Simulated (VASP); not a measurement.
# BN (Pm) in VASP: single point with r2SCAN

Aim: the single point of BN with r2SCAN.

Everything below comes from runs of VASP 6.6.1. Logs are shortened: lines on timing, memory, paths and dates and some standing lists are left out, and cuts for length are marked.

### 1 The cell of the first run

Symmetry: Pm, No. 6, monoclinic system. Conventional cell: a = 2.501 Å, b = 6.874 Å, c = 2.501 Å, α = 90.00°, β = 120.00°, γ = 90.00°. Within 1.8 Å of B (site symmetry m) lie 3 N at 1.25 to 1.74 Å. Within 1.9 Å of B (site symmetry m) lie 3 N at 1.44 Å. N (site symmetry m) has 3 B at 1.44 Å within 1.9 Å. N (site symmetry m) has 3 B at 1.25 to 1.74 Å within 1.8 Å.

### 2 Single point, r2SCAN (atom 1 (B) moved +0.300 Å along Cartesian [1 1 0])

Input file POSCAR:

```
BN
1.0
    2.5009753125      0.0000000000      0.0000000000
   -1.2504876563      2.1659081548      0.0000000000
    0.0000000000      0.0000000000      6.8741616654
B N
2 2
Direct
    0.4671237469      0.7646080470      0.2500000000
    0.6666666667      0.3333333333      0.7500000000
    0.3333333333      0.6666666667      0.7500000000
    0.6666666667      0.3333333333      0.2500000000
```

Input file INCAR.step1:

```
ALGO = Normal
EDIFF = 1E-4
ENCUT = 520
GGA = PE
ISMEAR = 0
LASPH = True
LCHARG = False
LREAL = False
LWAVE = True
NBANDS = 16
NELM = 60
PREC = Accurate
SIGMA = 0.05
```

Input file INCAR.step2:

```
ALGO = Normal
EDIFF = 1E-6
ENCUT = 520
ISIF = 2
ISMEAR = 0
ISTART = 1
LASPH = True
LCHARG = False
LMIXTAU = True
LREAL = False
LWAVE = False
METAGGA = R2SCAN
NBANDS = 16
NELM = 60
PREC = Accurate
SIGMA = 0.05
```

Input file KPOINTS:

```
k-points
0
Gamma
  12 12 4
```

Potentials or basis: VASP PAW PBE potentials, release 64 (B, N).

Command:

```sh
cat potpaw_PBE.64/B/POTCAR potpaw_PBE.64/N/POTCAR > POTCAR
cp INCAR.step1 INCAR
mpirun -np 1 vasp_std > vasp.out
cp INCAR.step2 INCAR
mpirun -np 1 vasp_std > vasp.out
```

OUTCAR:

```text
EDIFF = 1E-6
   ENCUT = 520
   ISIF = 2
   ISMEAR = 0
   ISTART = 1
   LASPH = True
   LREAL = False
   METAGGA = R2SCAN
   NELM = 60
   PREC = Accurate

 ion  position               nearest neighbor table
   1  0.467  0.765  0.250-   4 1.25   4 1.40   4 1.74
   2  0.667  0.333  0.750-   3 1.44   3 1.44   3 1.44
   3  0.333  0.667  0.750-   2 1.44   2 1.44   2 1.44
   4  0.667  0.333  0.250-   1 1.25   1 1.40   1 1.74

  LATTYP: Found a hexagonal cell.
 ALAT       =     2.5009753125
 C/A-ratio  =     2.7485923716

  Lattice vectors:

 A1 = (   2.5009753125,   0.0000000000,   0.0000000000)
 A2 = (  -1.2504876563,   2.1659081548,   0.0000000000)
 A3 = (   0.0000000000,   0.0000000000,   6.8741616654)

Analysis of symmetry for initial positions (statically):
=====================================================================
 Subroutine PRICEL returns:
 Original cell was already a primitive cell.

 Routine SETGRP: Setting up the symmetry group for a
 hexagonal supercell.

 Subroutine GETGRP returns: Found  2 space group operations
 (whereof  1 operations were pure point group operations)
 out of a pool of 24 trial point group operations.

The static configuration has the point symmetry C_1 .
 The point group associated with its full space group is C_1h.

Analysis of symmetry for dynamics (positions and initial velocities):
=====================================================================
 Subroutine PRICEL returns:
 Original cell was already a primitive cell.

 Routine SETGRP: Setting up the symmetry group for a
 hexagonal supercell.

 Subroutine GETGRP returns: Found  2 space group operations
 (whereof  1 operations were pure point group operations)
 out of a pool of 24 trial point group operations.

The dynamic configuration has the point symmetry C_1 .
 The point group associated with its full space group is C_1h.

 Subroutine INISYM returns: Found  2 space group operations
 (whereof  1 operations are pure point group operations),
 and found     1 'primitive' translations

----------------------------------------------------------------------------------------

                                     Primitive cell

  volume of cell :      37.2365

  direct lattice vectors                    reciprocal lattice vectors
     2.500975313  0.000000000  0.000000000     0.399844011  0.230850047  0.000000000
    -1.250487656  2.165908155  0.000000000     0.000000000  0.461700095  0.000000000
     0.000000000  0.000000000  6.874161665     0.000000000  0.000000000  0.145472284

  length of vectors
     2.500975313  2.500975312  6.874161665     0.461700095  0.461700095  0.145472284

  position of ions in fractional coordinates (direct lattice)
     0.467123747  0.764608047  0.250000000
     0.666666667  0.333333333  0.750000000
     0.333333333  0.666666667  0.750000000
     0.666666667  0.333333333  0.250000000

  ion indices of the primitive-cell ions
   primitive index   ion index
                 1           1
                 2           2
                 3           3
                 4           4

----------------------------------------------------------------------------------------

 KPOINTS: k-points

Automatic generation of k-mesh.
 Grid dimensions read from file:
 generate k-points for:   12   12    4

 Generating k-lattice:

  Cartesian coordinates                     Fractional coordinates (reciprocal lattice)
     0.033320334  0.019237504  0.000000000     0.083333333  0.000000000  0.000000000
     0.000000000  0.038475008  0.000000000     0.000000000  0.083333333  0.000000000
     0.000000000  0.000000000  0.036368071     0.000000000  0.000000000  0.250000000

  Length of vectors
     0.038475008  0.038475008  0.036368071

  Shift w.r.t. Gamma in fractional coordinates (k-lattice)
     0.000000000  0.000000000  0.000000000

 Subroutine IBZKPT returns following result:
 ===========================================

 Found    222 irreducible k-points:

 Following reciprocal coordinates:
            Coordinates               Weight
  0.000000  0.000000  0.000000      1.000000
  0.083333  0.000000  0.000000      2.000000
  0.000000  0.083333  0.000000      2.000000
 -0.083333  0.083333  0.000000      2.000000
  0.166667  0.000000  0.000000      2.000000
  0.000000  0.166667  0.000000      2.000000
[... 16 lines left out ...]
  0.166667  0.083333  0.000000      2.000000
 -0.083333  0.250000  0.000000      2.000000
 [... further k-points ...]
   k-points           NKPTS =    222   k-points in BZ     NKDIM =    222   number of bands    NBANDS=     16
   number of dos      NEDOS =    301   number of ions     NIONS =      4
   total plane-waves  NPLWV =  21600
   dimension x,y,z NGX =    20 NGY =   20 NGZ =   54
   dimension x,y,z NGXF=    40 NGYF=   40 NGZF=  108
   ions per type =               2   2
   NGX,Y,Z   is equivalent  to a cutoff of  13.29, 13.29, 13.06 a.u.
   NGXF,Y,Z  is equivalent  to a cutoff of  26.59, 26.59, 26.12 a.u.
 SYSTEM =  unknown system
   PREC   = accura    normal or accurate (medium, high low for compatibility)
   ISTART =      1    job   : 0-new  1-cont  2-samecut
   ICHARG =      0    charge: 1-file 2-atom 10-const
   ISPIN  =      1    spin polarized calculation?
   LNONCOLLINEAR =      F non collinear calculations
   LSORBIT =      F    spin-orbit coupling
   LASPH  =      T    aspherical Exc in radial PAW
   ENCUT  =  520.0 eV  38.22 Ry    6.18 a.u.   4.65  4.65 12.78*2*pi/ulx,y,z
   NELM   =     60;   NELMIN=  2; NELMDL=  0     # of ELM steps
   EDIFF  = 0.1E-05   stopping-criterion for ELM
   LREAL  =      F    real-space projection
   EDIFFG = 0.1E-04   stopping-criterion for IOM
   NSW    =      0    number of steps for IOM
   IBRION =     -1    ionic relax: 0-MD 1-quasi-New 2-CG
   NFREE  =      0    steps in history (QN), initial steepest desc. (CG)
   ISIF   =      2    stress and relaxation
   ISYM   =      2    0-nonsym 1-usesym 2-fastsym
   POTIM  = 0.5000    time-step for ionic-motion
   TEBEG  =    0.0;   TEEND  =   0.0 temperature during run
   PSTRESS=    0.0 pullay stress
   NELECT =      16.0000    total number of electrons
   NUPDOWN=      -1.0000    fix difference up-down
   EMIN   =  10.00;   EMAX   =-10.00  energy-range for DOS
   EFERMI =   0.00;   METHOD = LEGACY
   ISMEAR =     0;   SIGMA  =   0.05  broadening in eV -4-tet -1-fermi 0-gaus
   EFERMI_NEDOS =   21; number of points for ismear=-14 and -15
   IALGO  =     38    algorithm
   IMIX   =      4    mixing-type and parameters
     AMIX     =   0.40;   BMIX     =  1.00
     AMIX_MAG =   1.60;   BMIX_MAG =  1.00
  volume/ion in A,a.u.               =       9.31        62.82
  Fermi-wavevector in a.u.,A,eV,Ry     =   1.235355  2.334482 20.763877  1.526102
  Thomas-Fermi vector in A             =   2.370008
   LORBIT       =      0    0 simple, 1 ext, 2 COOP (PROOUT), +10 PAW based schemes
   METAGGA = R2SCAN    functional components
   LHFCALC =     F    Hartree Fock is set to
   AEXX    =    0.0000 exact exchange contribution
   IVDW    =     0    specifies the selected vdW correction
   LEPSILON=     F    determine dielectric tensor
   LRPA    =     F    only Hartree local field effects (RPA)
 non-spin polarized calculation
 Gauss-broadening in eV      SIGMA  =   0.05
  energy-cutoff  :      520.00
  volume of cell :       37.24
 maximum number of plane-waves:      1034
   NGX =  9   NGY =  9   NGZ = 25

 number of electron      16.0000000 magnetization

 Free energy of the ion-electron system (eV)
  ---------------------------------------------------
  ext. energy  EPLUGINS =         0.00000000
  ---------------------------------------------------
  free energy    TOTEN  =       -37.12199895 eV

  energy without entropy =      -37.12199895  energy(sigma->0) =      -37.12199895

 E-fermi :   3.7909     XC(G=0): -10.4896

 val. band max:        3.5094601383   @ k =   0.0000   0.0000   0.5000
 cond. band min:       5.9837334309   @ k =   0.0000   0.5000   0.2500
 fundamental gap:      2.4742732925
 Fermi energy:         3.7909485643

 k-point     1 :       0.0000    0.0000    0.0000
  band No.  band energies     occupation
      1     -17.0703      2.00000
      2     -16.8481      2.00000
      3      -4.5871      2.00000
      4      -3.0200      2.00000
      5      -2.7683      2.00000
      6       0.3623      2.00000
[... 8 lines left out ...]
     15      16.2613      0.00000
     16      17.1844      0.00000

 k-point     2 :       0.0833    0.0000    0.0000
  band No.  band energies     occupation
      1     -16.9259      2.00000
      2     -16.7059      2.00000
      3      -4.4026      2.00000
      4      -3.1561      2.00000
      5      -2.6027      2.00000
      6      -0.2280      2.00000
[... 8 lines left out ...]
     15      15.8070      0.00000
     16      17.5570      0.00000

 k-point     3 :       0.0000    0.0833    0.0000
  band No.  band energies     occupation
      1     -16.9363      2.00000
      2     -16.7199      2.00000
      3      -4.3897      2.00000
      4      -3.3031      2.00000
      5      -2.5870      2.00000
      6      -0.2280      2.00000
[... 8 lines left out ...]
     15      15.6322      0.00000
     16      17.3952      0.00000

 k-point     4 :      -0.0833    0.0833    0.0000
  band No.  band energies     occupation
      1     -16.9345      2.00000
      2     -16.7177      2.00000
      3      -4.3921      2.00000
      4      -3.2911      2.00000
      5      -2.5897      2.00000
      6      -0.2280      2.00000
[... 8 lines left out ...]
     15      15.6691      0.00000
     16      17.5372      0.00000

 k-point     5 :       0.1667    0.0000    0.0000
  band No.  band energies     occupation
      1     -16.5017      2.00000
      2     -16.2868      2.00000
      3      -3.8603      2.00000
      4      -3.5159      2.00000
      5      -2.1186      2.00000
      6      -1.7149      2.00000
[... 8 lines left out ...]
     15      16.4199      0.00000
     16      18.4131      0.00000

 k-point     6 :       0.0000    0.1667    0.0000
  band No.  band energies     occupation
      1     -16.5477      2.00000
      2     -16.3403      2.00000
      3      -4.0796      2.00000
      4      -3.8040      2.00000
      5      -2.0525      2.00000
      6      -1.7146      2.00000
[... 8 lines left out ...]
     15      16.4212      0.00000
     16      17.9990      0.00000
[... 267 lines left out ...]
 k-point    21 :      -0.0833    0.1667    0.0000
  band No.  band energies     occupation
      1     -16.6833      2.00000
      2     -16.4727      2.00000
      3      -3.9907      2.00000
      4      -3.8792      2.00000
      5      -2.2192      2.00000
      6      -1.1961      2.00000
[... 8 lines left out ...]
     15      16.1104      0.00000
     16      18.0372      0.00000

 k-point    22 :      -0.1667    0.0833    0.0000
  band No.  band energies     occupation
      1     -16.6482      2.00000
      2     -16.4359      2.00000
      3      -4.0297      2.00000
      4      -3.5672      2.00000
      5      -2.2665      2.00000
      6      -1.1962      2.00000
[... 8 lines left out ...]
     15      16.1624      0.00000
     16      18.4567      0.00000

 k-point    23 :       0.1667    0.0833    0.0000
  band No.  band energies     occupation
      1     -16.1037      2.00000
      2     -15.9035      2.00000
      3      -4.0546      2.00000
      4      -3.3139      2.00000
      5      -2.7632      2.00000
      6      -1.6322      2.00000
[... 8 lines left out ...]
     15      17.4383      0.00000
     16      17.7550      0.00000

 k-point    24 :      -0.0833    0.2500    0.0000
  band No.  band energies     occupation
      1     -16.2052      2.00000
      2     -15.9759      2.00000
      3      -4.7622      2.00000
      4      -3.2123      2.00000
      5      -2.7628      2.00000
      6      -1.5117      2.00000
[... 8 lines left out ...]
     15      17.5410      0.00000
     16      17.5817      0.00000

 [... further k-points ...]
[... 5 lines left out ...]
  --------------------------------------------------------------------------------------
  -------------------------------------------------------------------------------------
  Total        1.5003694      7.9306720     -0.0787508     -1.7899278      0.0000000      0.0000000
  in kB       64.5564452    341.2332872     -3.3884115    -77.0152845      0.0000000      0.0000000
  external PRESSURE =     134.1337736 kB  Pullay stress =       0.0000000 kB

 VOLUME and BASIS-vectors are now :
 -----------------------------------------------------------------------------
  energy-cutoff  :      520.00
  volume of cell :       37.24
      direct lattice vectors                 reciprocal lattice vectors
     2.500975313  0.000000000  0.000000000     0.399844011  0.230850047  0.000000000
    -1.250487656  2.165908155  0.000000000     0.000000000  0.461700095  0.000000000
     0.000000000  0.000000000  6.874161665     0.000000000  0.000000000  0.145472284

 POSITION                                       TOTAL-FORCE (eV/Angst)
 -----------------------------------------------------------------------------------
      0.21213      1.65607      1.71854        -2.656455     -9.218560      0.000000
      1.25049      0.72197      5.15562        -0.000464      0.000091      0.000000
     -0.00000      1.44394      5.15562         0.006669      0.000728      0.000000
      1.25049      0.72197      1.71854         2.650250      9.217742      0.000000
 -----------------------------------------------------------------------------------
    total drift:                               -0.000051     -0.000296      0.000000

  FREE ENERGIE OF THE ION-ELECTRON SYSTEM (eV)
  ---------------------------------------------------
  free  energy   TOTEN  =       -37.1219989457 eV

  energy  without entropy=      -37.1219989457  energy(sigma->0) =      -37.12199895
```

It took 5.1 min on 1 thread of AMD EPYC 9R45 (Zen 5), shared host; peak memory 0.21 GiB.

Results:

| Property | Result |
| --- | --- |
| Free energy | -37.1220 eV |
| Pressure | 13.4 GPa |
| Largest force | 9.594 eV/Å |
| Band gap on the k mesh | 2.47 eV (least direct gap 3.58 eV) |

Forces on the atoms (eV/Å):
```
B   -2.656 -9.219  0.000
B    0.000  0.000  0.000
N    0.007  0.001  0.000
N    2.650  9.218  0.000
```

Caveat: the cell differs from its parent crystal (atom 1 (B) moved +0.300 Å along Cartesian [1 1 0]); the cell stands under pressure; the PAW data sets were made with another functional, which shifts forces and pressure a little.
